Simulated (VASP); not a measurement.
# LiH (Fm-3m) in VASP: notebook, part 2 of 3

VASP 6.6.1. The steps go on from the part before.

## Step 4: Single point, PBEsol

This run uses another cell than the first one, of 8.36 Å³/atom, 1.163 times its volume.

Contents of INCAR:

```
SYSTEM = LiH
PREC = Accurate ; ENCUT = 520
EDIFF = 1E-6 ; ISMEAR = 0
SIGMA = 0.01 ; LREAL = .False.
LASPH = .True. ; NELM = 60
ALGO = Normal ; ISIF = 2
LWAVE = .False. ; LCHARG = .True.
GGA = PS ; LELF = .True.
LVHAR = .True. ; NBANDS = 9
```

Contents of KPOINTS:

```
Automatic mesh
0
Gamma
  10 10 10
  0 0 0
```

Contents of POSCAR:

```
LiH
1.0
    2.0297660473      2.0297660473      0.0000000000
   -2.0297660473      2.0297660473      0.0000000000
    0.0000000000      2.0297660473      2.0297660473
Li H
1 1
Direct
    0.0000000000      0.0000000000      0.0000000000
    0.5000000000      0.5000000000      0.0000000000
```

Potentials or basis: VASP PAW PBE potentials, release 64 (Li_sv, H).

The run is started by

```sh
$ cat potpaw_PBE.64/Li_sv/POTCAR potpaw_PBE.64/H/POTCAR > POTCAR
$ mpirun -np 1 vasp_std > vasp.out
```

OUTCAR:

```text
SYSTEM = LiH
   PREC = Accurate
   ENCUT = 520
   EDIFF = 1E-6
   ISMEAR = 0
   LREAL = .False.
   LASPH = .True.
   NELM = 60
   ISIF = 2
   GGA = PS

 ion  position               nearest neighbor table
   1  0.000  0.000  0.000-
   2  0.500  0.500  0.000-

  LATTYP: Found a face centered cubic cell.
 ALAT       =     4.0595320946

  Lattice vectors:

 A1 = (   0.0000000000,   2.0297660473,   2.0297660473)
 A2 = (   2.0297660473,   0.0000000000,   2.0297660473)
 A3 = (   2.0297660473,   2.0297660473,   0.0000000000)

Analysis of symmetry for initial positions (statically):
=====================================================================
 Subroutine PRICEL returns:
 Original cell was already a primitive cell.

 Routine SETGRP: Setting up the symmetry group for a
 face centered cubic supercell.

 Subroutine GETGRP returns: Found 48 space group operations
 (whereof 48 operations were pure point group operations)
 out of a pool of 48 trial point group operations.

The static configuration has the point symmetry O_h .

Analysis of symmetry for dynamics (positions and initial velocities):
=====================================================================
 Subroutine PRICEL returns:
 Original cell was already a primitive cell.

 Routine SETGRP: Setting up the symmetry group for a
 face centered cubic supercell.

 Subroutine GETGRP returns: Found 48 space group operations
 (whereof 48 operations were pure point group operations)
 out of a pool of 48 trial point group operations.

The dynamic configuration has the point symmetry O_h .

 Subroutine INISYM returns: Found 48 space group operations
 (whereof 48 operations are pure point group operations),
 and found     1 'primitive' translations

----------------------------------------------------------------------------------------

                                     Primitive cell

  volume of cell :      16.7251

  direct lattice vectors                    reciprocal lattice vectors
     2.029766047  2.029766047  0.000000000     0.246333808  0.246333808 -0.246333808
    -2.029766047  2.029766047  0.000000000    -0.246333808  0.246333808 -0.246333808
     0.000000000  2.029766047  2.029766047     0.000000000  0.000000000  0.492667616

  length of vectors
     2.870522673  2.870522673  2.870522673     0.426662671  0.426662671  0.492667616

  position of ions in fractional coordinates (direct lattice)
     0.000000000  0.000000000  0.000000000
     0.500000000  0.500000000  0.000000000

  ion indices of the primitive-cell ions
   primitive index   ion index
                 1           1
                 2           2

----------------------------------------------------------------------------------------

 KPOINTS: Automatic mesh

Automatic generation of k-mesh.
 Grid dimensions read from file:
 generate k-points for:   10   10   10

 Generating k-lattice:

  Cartesian coordinates                     Fractional coordinates (reciprocal lattice)
     0.024633381  0.024633381 -0.024633381     0.100000000  0.000000000  0.000000000
    -0.024633381  0.024633381 -0.024633381     0.000000000  0.100000000  0.000000000
     0.000000000  0.000000000  0.049266762     0.000000000  0.000000000  0.100000000

  Length of vectors
     0.042666267  0.042666267  0.049266762

  Shift w.r.t. Gamma in fractional coordinates (k-lattice)
     0.000000000  0.000000000  0.000000000

 Subroutine IBZKPT returns following result:
 ===========================================

 Found     47 irreducible k-points:

 Following reciprocal coordinates:
            Coordinates               Weight
  0.000000  0.000000  0.000000      1.000000
  0.100000  0.000000  0.000000      8.000000
  0.200000  0.000000  0.000000      8.000000
  0.300000  0.000000  0.000000      8.000000
  0.400000  0.000000  0.000000      8.000000
  0.500000  0.000000  0.000000      4.000000
[... 16 lines left out ...]
  0.300000  0.300000  0.000000     12.000000
  0.400000  0.300000  0.000000     24.000000
 [... further k-points ...]
   k-points           NKPTS =     47   k-points in BZ     NKDIM =     47   number of bands    NBANDS=      9
   number of dos      NEDOS =    301   number of ions     NIONS =      2
   total plane-waves  NPLWV =  13824
   dimension x,y,z NGX =    24 NGY =   24 NGZ =   24
   dimension x,y,z NGXF=    48 NGYF=   48 NGZF=   48
   ions per type =               1   1
   NGX,Y,Z   is equivalent  to a cutoff of  13.90, 13.90, 13.90 a.u.
   NGXF,Y,Z  is equivalent  to a cutoff of  27.80, 27.80, 27.80 a.u.
 SYSTEM =  LiH
   PREC   = accura    normal or accurate (medium, high low for compatibility)
   ISTART =      0    job   : 0-new  1-cont  2-samecut
   ICHARG =      2    charge: 1-file 2-atom 10-const
   ISPIN  =      1    spin polarized calculation?
   LNONCOLLINEAR =      F non collinear calculations
   LSORBIT =      F    spin-orbit coupling
   LASPH  =      T    aspherical Exc in radial PAW
   ENCUT  =  520.0 eV  38.22 Ry    6.18 a.u.   5.34  5.34  5.34*2*pi/ulx,y,z
   NELM   =     60;   NELMIN=  2; NELMDL= -5     # of ELM steps
   EDIFF  = 0.1E-05   stopping-criterion for ELM
   LREAL  =      F    real-space projection
[... 7 lines left out ...]
   TEBEG  =    0.0;   TEEND  =   0.0 temperature during run
   PSTRESS=    0.0 pullay stress
   NELECT =       4.0000    total number of electrons
   NUPDOWN=      -1.0000    fix difference up-down
   EMIN   =  10.00;   EMAX   =-10.00  energy-range for DOS
   EFERMI =   0.00;   METHOD = LEGACY
   ISMEAR =     0;   SIGMA  =   0.01  broadening in eV -4-tet -1-fermi 0-gaus
   EFERMI_NEDOS =   21; number of points for ismear=-14 and -15
   IALGO  =     38    algorithm
   IMIX   =      4    mixing-type and parameters
     AMIX     =   0.40;   BMIX     =  1.00
     AMIX_MAG =   1.60;   BMIX_MAG =  1.00
  volume/ion in A,a.u.               =       8.36        56.43
  Fermi-wavevector in a.u.,A,eV,Ry     =   1.016184  1.920309 14.049772  1.032629
  Thomas-Fermi vector in A             =   2.149513
   LORBIT       =      0    0 simple, 1 ext, 2 COOP (PROOUT), +10 PAW based schemes
   GGA     = PS    functional components
   LHFCALC =     F    Hartree Fock is set to
   AEXX    =    0.0000 exact exchange contribution
   IVDW    =     0    specifies the selected vdW correction
   LEPSILON=     F    determine dielectric tensor
   LRPA    =     F    only Hartree local field effects (RPA)
 non-spin polarized calculation
 Gauss-broadening in eV      SIGMA  =   0.01
  energy-cutoff  :      520.00
  volume of cell :       16.73
 maximum number of plane-waves:       464
 NGX is ok and might be reduce to    24
   NGX = 11   NGY = 11   NGZ = 11

 number of electron       3.9999997 magnetization

 Free energy of the ion-electron system (eV)
  ---------------------------------------------------
  ext. energy  EPLUGINS =         0.00000000
  ---------------------------------------------------
  free energy    TOTEN  =        -6.11481434 eV

  energy without entropy =       -6.11481434  energy(sigma->0) =       -6.11481434

 E-fermi :   0.1956     XC(G=0):  -8.4894

 val. band max:       -0.0182064297   @ k =   0.5000   0.5000   0.0000
 cond. band min:       2.7589540144   @ k =   0.5000   0.5000   0.0000
 fundamental gap:      2.7771604440
 Fermi energy:         0.1955693313

 k-point     1 :       0.0000    0.0000    0.0000
  band No.  band energies     occupation
      1     -43.7549      2.00000
      2      -5.4169      2.00000
      3      15.5938      0.00000
      4      17.3384      0.00000
      5      17.3384      0.00000
      6      17.3384      0.00000
      7      21.8726      0.00000
      8      21.8726      0.00000
      9      21.8726      0.00000

 k-point     2 :       0.1000    0.0000    0.0000
  band No.  band energies     occupation
      1     -43.7508      2.00000
      2      -5.2418      2.00000
      3      14.1468      0.00000
      4      16.3599      0.00000
      5      16.9529      0.00000
      6      16.9529      0.00000
      7      21.3102      0.00000
      8      22.6941      0.00000
      9      22.6941      0.00000
[... 253 lines left out ...]
 k-point    24 :       0.4000    0.3000    0.0000
  band No.  band energies     occupation
      1     -43.7014      2.00000
      2      -1.0189      2.00000
      3       4.4653      0.00000
      4       7.2890      0.00000
      5      12.0975      0.00000
      6      15.5083      0.00000
      7      22.2338      0.00000
      8      26.0313      0.00000
      9      29.0515      0.00000

 [... further k-points ...]
[... 5 lines left out ...]
  --------------------------------------------------------------------------------------
  -------------------------------------------------------------------------------------
  Total       -0.2253223     -0.2253223     -0.2253223      0.0000000      0.0000000     -0.0000000
  in kB      -21.5847398    -21.5847398    -21.5847398      0.0000000      0.0000000     -0.0000000
  external PRESSURE =     -21.5847398 kB  Pullay stress =       0.0000000 kB

 VOLUME and BASIS-vectors are now :
 -----------------------------------------------------------------------------
  energy-cutoff  :      520.00
  volume of cell :       16.73
      direct lattice vectors                 reciprocal lattice vectors
     2.029766047  2.029766047  0.000000000     0.246333808  0.246333808 -0.246333808
    -2.029766047  2.029766047  0.000000000    -0.246333808  0.246333808 -0.246333808
     0.000000000  2.029766047  2.029766047     0.000000000  0.000000000  0.492667616

 POSITION                                       TOTAL-FORCE (eV/Angst)
 -----------------------------------------------------------------------------------
      0.00000      0.00000      0.00000        -0.000000     -0.000000      0.000000
      0.00000      2.02977      0.00000         0.000000      0.000000      0.000000
 -----------------------------------------------------------------------------------
    total drift:                                0.000000     -0.000000     -0.000000

  FREE ENERGIE OF THE ION-ELECTRON SYSTEM (eV)
  ---------------------------------------------------
  free  energy   TOTEN  =        -6.1148143405 eV

  energy  without entropy=       -6.1148143405  energy(sigma->0) =       -6.11481434
```

stdout:

```text
POSCAR found type information on POSCAR LiH
 POSCAR found :  2 types and       2 ions
 scaLAPACK will be used
 -----------------------------------------------------------------------------
|                                                                             |
|                                                                             |
|     You enforced a specific xc type in the INCAR file but a different       |
|     I HOPE YOU KNOW WHAT YOU ARE DOING!                                     |
|                                                                             |
 -----------------------------------------------------------------------------

 LDA part: xc-table for (Slater+PW92), standard interpolation
 POSCAR, INCAR and KPOINTS ok, starting setup
 FFT: planning ... GRIDC
 FFT: planning ... GRID_SOFT
 FFT: planning ... GRID
 WAVECAR not read
 entering main loop
```

Run time: 23 s. Hardware: 1 thread of AMD EPYC 7R13, shared host; peak memory 0.1 GiB.

Results:

| Quantity | Value |
| --- | --- |
| Free energy | -6.1148 eV |
| Band gap on the k mesh | 2.78 eV, direct |

Caveat: the cutoff is under 1.25 times the usual one of these potentials, so pressure, stress and relaxed cells hold a basis-set (Pulay) error; the PAW data sets were made with another functional, which shifts forces and pressure a little.

## Step 5: Single point, PBEsol

This run uses another cell than the first one, of 7.89 Å³/atom, 1.097 times its volume.

Contents of INCAR:

```
ALGO = Normal
EDIFF = 1E-6
ENCUT = 520
GGA = PS
ISIF = 2
ISMEAR = -1
LASPH = T
LCHARG = F
LREAL = F
LWAVE = F
NBANDS = 9
NELM = 80
PREC = Accurate
SIGMA = 0.05
```

Contents of KPOINTS:

```
k-points
0
Gamma
  14 14 14
```

Contents of POSCAR:

```
LiH
1.0
    1.9903724901      1.9903724901      0.0000000000
   -1.9903724901      1.9903724901      0.0000000000
    0.0000000000      1.9903724901      1.9903724901
Li H
1 1
Direct
    0.0000000000      0.0000000000      0.0000000000
    0.5000000000      0.5000000000      0.0000000000
```

The run is started by

```sh
$ cat potpaw_PBE.64/Li_sv/POTCAR potpaw_PBE.64/H/POTCAR > POTCAR
$ mpirun -np 1 vasp_std > vasp.out
```

Run time: 44 s. Hardware: 1 thread of AMD EPYC 7R13, shared host; peak memory 0.11 GiB.

It converged, with:

* Free energy: -6.1204 eV
* Band gap on the k mesh: 2.73 eV, direct

Levels at points of the mesh, in eV from the valence-band top:
```tsv
k point	band 1	band 2	band 3	band 4	band 5
(0.00, 0.00, 0.00)	-43.69	-5.62	16.37	17.94	17.94
(0.50, 0.00, 0.00)	-43.63	-2.77	4.75	13.75	16.48
(0.50, 0.50, 0.00)	-43.62	0.00	2.73	10.72	10.72
```

Caveat: the cutoff is under 1.25 times the usual one of these potentials, so pressure, stress and relaxed cells hold a basis-set (Pulay) error; the PAW data sets were made with another functional, which shifts forces and pressure a little. A k mesh can miss the band edges.

(Continued in part 3 of 3.)
